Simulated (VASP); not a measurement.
# SiC (NiAs type) (P6_3/mmc) in VASP: single point with PBE

Aim: the single point of SiC (NiAs type) with PBE.

All numbers are computed with VASP 6.6.1; they aren't measurements. Logs are shortened: lines on timing, memory, paths and dates and some standing lists are left out, and cuts for length are marked.

## 1. The cell of the first run

The structure is hexagonal, space group P6_3/mmc (No. 194). The conventional cell has a = 2.634 Å, b = 2.634 Å, c = 4.426 Å, α = 90.00°, β = 90.00°, γ = 120.00°. Si (site symmetry -3m) has 6 C at 1.88 Å and 2 Si at 2.21 Å within 2.5 Å. C (site symmetry -6m2) has 6 Si at 1.88 Å within 2.5 Å.

## 2. Single point, PBE

INCAR

```
SYSTEM = SiC
PREC = Accurate
ENCUT = 520
EDIFF = 1E-6
ISMEAR = -1
SIGMA = 0.1
LREAL = .False.
LASPH = .True.
NELM = 100
ALGO = Normal
ISIF = 2
LWAVE = .False.
LCHARG = .True.
GGA = PE
LELF = .True.
LVHAR = .True.
NBANDS = 16
```

KPOINTS

```
Automatic mesh
0
Gamma
  13 13 7
  0 0 0
```

POSCAR

```
SiC
1.0
    2.6342439503      0.0000000000      0.0000000000
   -1.3171219751      2.2813221807      0.0000000000
    0.0000000000      0.0000000000      4.4261503279
Si C
2 2
Direct
    0.0000000000      0.0000000000      0.0000000000
    0.0000000000      0.0000000000      0.5000000000
    0.3333333333      0.6666666667      0.2500000000
    0.6666666667      0.3333333333      0.7500000000
```

Potentials or basis: VASP PAW PBE potentials, release 64 (Si, C).

Run with:

```bash
> cat potpaw_PBE.64/Si/POTCAR potpaw_PBE.64/C/POTCAR > POTCAR
> mpirun -np 1 vasp_std > vasp.out
```

OUTCAR:

```text
SYSTEM = SiC
   PREC = Accurate
   ENCUT = 520
   EDIFF = 1E-6
   ISMEAR = -1
   LREAL = .False.
   LASPH = .True.
   NELM = 100
   ISIF = 2
   GGA = PE

 ion  position               nearest neighbor table
   1  0.000  0.000  0.000-   3 1.88   4 1.88   3 1.88   4 1.88   4 1.88   3 1.88   2 2.21   2 2.21

   2  0.000  0.000  0.500-   3 1.88   4 1.88   3 1.88   4 1.88   4 1.88   3 1.88   1 2.21   1 2.21

   3  0.333  0.667  0.250-   1 1.88   2 1.88   1 1.88   2 1.88   1 1.88   2 1.88
   4  0.667  0.333  0.750-   1 1.88   2 1.88   1 1.88   2 1.88   1 1.88   2 1.88

  LATTYP: Found a hexagonal cell.
 ALAT       =     2.6342439503
 C/A-ratio  =     1.6802355482

  Lattice vectors:

 A1 = (   2.6342439503,   0.0000000000,   0.0000000000)
 A2 = (  -1.3171219751,   2.2813221807,   0.0000000000)
 A3 = (   0.0000000000,   0.0000000000,   4.4261503279)

Analysis of symmetry for initial positions (statically):
=====================================================================
 Subroutine PRICEL returns:
 Original cell was already a primitive cell.

 Routine SETGRP: Setting up the symmetry group for a
 hexagonal supercell.

 Subroutine GETGRP returns: Found 24 space group operations
 (whereof 12 operations were pure point group operations)
 out of a pool of 24 trial point group operations.

The static configuration has the point symmetry D_3d.
 The point group associated with its full space group is D_6h.

Analysis of symmetry for dynamics (positions and initial velocities):
=====================================================================
 Subroutine PRICEL returns:
 Original cell was already a primitive cell.

 Routine SETGRP: Setting up the symmetry group for a
 hexagonal supercell.

 Subroutine GETGRP returns: Found 24 space group operations
 (whereof 12 operations were pure point group operations)
 out of a pool of 24 trial point group operations.

The dynamic configuration has the point symmetry D_3d.
 The point group associated with its full space group is D_6h.

 Subroutine INISYM returns: Found 24 space group operations
 (whereof 12 operations are pure point group operations),
 and found     1 'primitive' translations

----------------------------------------------------------------------------------------

                                     Primitive cell

  volume of cell :      26.5992

  direct lattice vectors                    reciprocal lattice vectors
     2.634243950  0.000000000  0.000000000     0.379615563  0.219171147  0.000000000
    -1.317121975  2.281322181  0.000000000     0.000000000  0.438342295  0.000000000
     0.000000000  0.000000000  4.426150328     0.000000000  0.000000000  0.225929968

  length of vectors
     2.634243950  2.634243950  4.426150328     0.438342295  0.438342295  0.225929968

  position of ions in fractional coordinates (direct lattice)
     0.000000000  0.000000000  0.000000000
     0.000000000  0.000000000  0.500000000
     0.333333333  0.666666667  0.250000000
     0.666666667  0.333333333  0.750000000

  ion indices of the primitive-cell ions
   primitive index   ion index
                 1           1
                 2           2
                 3           3
                 4           4

----------------------------------------------------------------------------------------

 KPOINTS: Automatic mesh

Automatic generation of k-mesh.
 Grid dimensions read from file:
 generate k-points for:   13   13    7

 Generating k-lattice:

  Cartesian coordinates                     Fractional coordinates (reciprocal lattice)
     0.029201197  0.016859319  0.000000000     0.076923077  0.000000000  0.000000000
     0.000000000  0.033718638  0.000000000     0.000000000  0.076923077  0.000000000
     0.000000000  0.000000000  0.032275710     0.000000000  0.000000000  0.142857143

  Length of vectors
     0.033718638  0.033718638  0.032275710

  Shift w.r.t. Gamma in fractional coordinates (k-lattice)
     0.000000000  0.000000000  0.000000000

 Subroutine IBZKPT returns following result:
 ===========================================

 Found     84 irreducible k-points:

 Following reciprocal coordinates:
            Coordinates               Weight
  0.000000  0.000000  0.000000      1.000000
  0.076923  0.000000  0.000000      6.000000
  0.153846 -0.000000  0.000000      6.000000
  0.230769 -0.000000  0.000000      6.000000
  0.307692 -0.000000  0.000000      6.000000
  0.384615 -0.000000  0.000000      6.000000
[... 16 lines left out ...]
  0.076923  0.000000  0.142857     12.000000
  0.153846 -0.000000  0.142857     12.000000
 [... further k-points ...]
   k-points           NKPTS =     84   k-points in BZ     NKDIM =     84   number of bands    NBANDS=     16
   number of dos      NEDOS =    301   number of ions     NIONS =      4
   total plane-waves  NPLWV =  14400
   dimension x,y,z NGX =    20 NGY =   20 NGZ =   36
   dimension x,y,z NGXF=    40 NGYF=   40 NGZF=   72
   ions per type =               2   2
   NGX,Y,Z   is equivalent  to a cutoff of  12.62, 12.62, 13.52 a.u.
   NGXF,Y,Z  is equivalent  to a cutoff of  25.24, 25.24, 27.04 a.u.
 SYSTEM =  SiC
   PREC   = accura    normal or accurate (medium, high low for compatibility)
   ISTART =      0    job   : 0-new  1-cont  2-samecut
   ICHARG =      2    charge: 1-file 2-atom 10-const
   ISPIN  =      1    spin polarized calculation?
   LNONCOLLINEAR =      F non collinear calculations
   LSORBIT =      F    spin-orbit coupling
   LASPH  =      T    aspherical Exc in radial PAW
   ENCUT  =  520.0 eV  38.22 Ry    6.18 a.u.   4.90  4.90  8.23*2*pi/ulx,y,z
   NELM   =    100;   NELMIN=  2; NELMDL= -5     # of ELM steps
   EDIFF  = 0.1E-05   stopping-criterion for ELM
   LREAL  =      F    real-space projection
   EDIFFG = 0.1E-04   stopping-criterion for IOM
   NSW    =      0    number of steps for IOM
   IBRION =     -1    ionic relax: 0-MD 1-quasi-New 2-CG
   NFREE  =      0    steps in history (QN), initial steepest desc. (CG)
   ISIF   =      2    stress and relaxation
   ISYM   =      2    0-nonsym 1-usesym 2-fastsym
   POTIM  = 0.5000    time-step for ionic-motion
   TEBEG  =    0.0;   TEEND  =   0.0 temperature during run
   PSTRESS=    0.0 pullay stress
   NELECT =      16.0000    total number of electrons
   NUPDOWN=      -1.0000    fix difference up-down
   EMIN   =  10.00;   EMAX   =-10.00  energy-range for DOS
   EFERMI =   0.00;   METHOD = LEGACY
   ISMEAR =    -1;   SIGMA  =   0.10  broadening in eV -4-tet -1-fermi 0-gaus
   EFERMI_NEDOS =   21; number of points for ismear=-14 and -15
   IALGO  =     38    algorithm
   IMIX   =      4    mixing-type and parameters
     AMIX     =   0.40;   BMIX     =  1.00
     AMIX_MAG =   1.60;   BMIX_MAG =  1.00
  volume/ion in A,a.u.               =       6.65        44.88
  Fermi-wavevector in a.u.,A,eV,Ry     =   1.381949  2.611504 25.984162  1.909782
  Thomas-Fermi vector in A             =   2.506685
   LORBIT       =      0    0 simple, 1 ext, 2 COOP (PROOUT), +10 PAW based schemes
   GGA     = PE    functional components
   LHFCALC =     F    Hartree Fock is set to
   AEXX    =    0.0000 exact exchange contribution
   IVDW    =     0    specifies the selected vdW correction
   LEPSILON=     F    determine dielectric tensor
   LRPA    =     F    only Hartree local field effects (RPA)
 non-spin polarized calculation
  energy-cutoff  :      520.00
  volume of cell :       26.60
 maximum number of plane-waves:       738
 NGX is ok and might be reduce to    20
   NGX =  9   NGY =  9   NGZ = 17

 number of electron      16.0000000 magnetization

 Free energy of the ion-electron system (eV)
  ---------------------------------------------------
  ext. energy  EPLUGINS =         0.00000000
  ---------------------------------------------------
  free energy    TOTEN  =       -25.12790633 eV

  energy without entropy =      -25.12495191  energy(sigma->0) =      -25.12642912

 E-fermi :  16.0288     XC(G=0): -13.6855

 val. band max:       15.9895152167   @ k =   0.3077   0.3077   0.0000
 cond. band min:      16.5458505793   @ k =   0.3846   0.2308   0.0000
 fundamental gap:      0.5563353626
 Fermi energy:        16.0287678510

 k-point     1 :       0.0000    0.0000    0.0000
  band No.  band energies     occupation
      1      -5.2251      2.00000
      2       0.5273      2.00000
      3       2.3323      2.00000
      4      14.6315      2.00000
      5      14.6315      2.00000
      6      15.6765      1.94265
[... 8 lines left out ...]
     15      27.3824      0.00000
     16      28.0253      0.00000

 k-point     2 :       0.0769    0.0000    0.0000
  band No.  band energies     occupation
      1      -5.0747      2.00000
      2       0.6554      2.00000
      3       2.4837      2.00000
      4      13.6233      2.00000
      5      14.1803      2.00000
      6      15.3310      1.99814
[... 8 lines left out ...]
     15      26.5252      0.00000
     16      27.1810      0.00000

 k-point     3 :       0.1538   -0.0000    0.0000
  band No.  band energies     occupation
      1      -4.6245      2.00000
      2       1.0367      2.00000
      3       2.9349      2.00000
      4      11.4745      2.00000
      5      13.3438      2.00000
      6      14.0807      2.00000
[... 8 lines left out ...]
     15      27.2049      0.00000
     16      28.0757      0.00000

 k-point     4 :       0.2308   -0.0000    0.0000
  band No.  band energies     occupation
      1      -3.8786      2.00000
      2       1.6590      2.00000
      3       3.6745      2.00000
      4       9.0399      2.00000
      5      12.4083      2.00000
      6      12.5169      2.00000
[... 8 lines left out ...]
     15      28.2008      0.00000
     16      28.6481      0.00000
[... 324 lines left out ...]
 k-point    22 :       0.0000    0.0000    0.1429
  band No.  band energies     occupation
      1      -5.0876      2.00000
      2      -0.4949      2.00000
      3       3.5777      2.00000
      4      14.6963      2.00000
      5      14.6963      2.00000
      6      14.7082      2.00000
[... 8 lines left out ...]
     15      27.6687      0.00000
     16      28.9963      0.00000

 k-point    23 :       0.0769    0.0000    0.1429
  band No.  band energies     occupation
      1      -4.9374      2.00000
      2      -0.3568      2.00000
      3       3.7172      2.00000
      4      13.6962      2.00000
      5      14.2587      2.00000
      6      14.6866      2.00000
[... 8 lines left out ...]
     15      27.1600      0.00000
     16      27.7599      0.00000

 k-point    24 :       0.1538   -0.0000    0.1429
  band No.  band energies     occupation
      1      -4.4879      2.00000
      2       0.0548      2.00000
      3       4.1308      2.00000
      4      11.5681      2.00000
      5      13.4373      2.00000
      6      13.8993      2.00000
[... 8 lines left out ...]
     15      27.1693      0.00000
     16      28.2408      0.00000

 [... further k-points ...]
[... 5 lines left out ...]
  --------------------------------------------------------------------------------------
  -------------------------------------------------------------------------------------
  Total       16.5900959     16.5900959     16.4716838      0.0000000      0.0000000      0.0000000
  in kB      999.2880752    999.2880752    992.1556356      0.0000000      0.0000000      0.0000000
  external PRESSURE =     996.9105953 kB  Pullay stress =       0.0000000 kB

 VOLUME and BASIS-vectors are now :
 -----------------------------------------------------------------------------
  energy-cutoff  :      520.00
  volume of cell :       26.60
      direct lattice vectors                 reciprocal lattice vectors
     2.634243950  0.000000000  0.000000000     0.379615563  0.219171147  0.000000000
    -1.317121975  2.281322181  0.000000000     0.000000000  0.438342295  0.000000000
     0.000000000  0.000000000  4.426150328     0.000000000  0.000000000  0.225929968

 POSITION                                       TOTAL-FORCE (eV/Angst)
 -----------------------------------------------------------------------------------
      0.00000      0.00000      0.00000        -0.000000      0.000000      0.000000
      0.00000      0.00000      2.21308        -0.000000      0.000000      0.000000
     -0.00000      1.52088      1.10654         0.000000      0.000000      0.000000
      1.31712      0.76044      3.31961        -0.000000     -0.000000     -0.000000
 -----------------------------------------------------------------------------------
    total drift:                                0.000000     -0.000000      0.000000

  FREE ENERGIE OF THE ION-ELECTRON SYSTEM (eV)
  ---------------------------------------------------
  free  energy   TOTEN  =       -25.1279063342 eV

  energy  without entropy=      -25.1249519101  energy(sigma->0) =      -25.12642912
```

Wall time 67 s (1 thread of AMD EPYC 7R13, shared host); peak memory 0.12 GiB.

What came out:

| Property | Result |
| --- | --- |
| Free energy | -25.1279 eV |
| Pressure | 99.7 GPa |
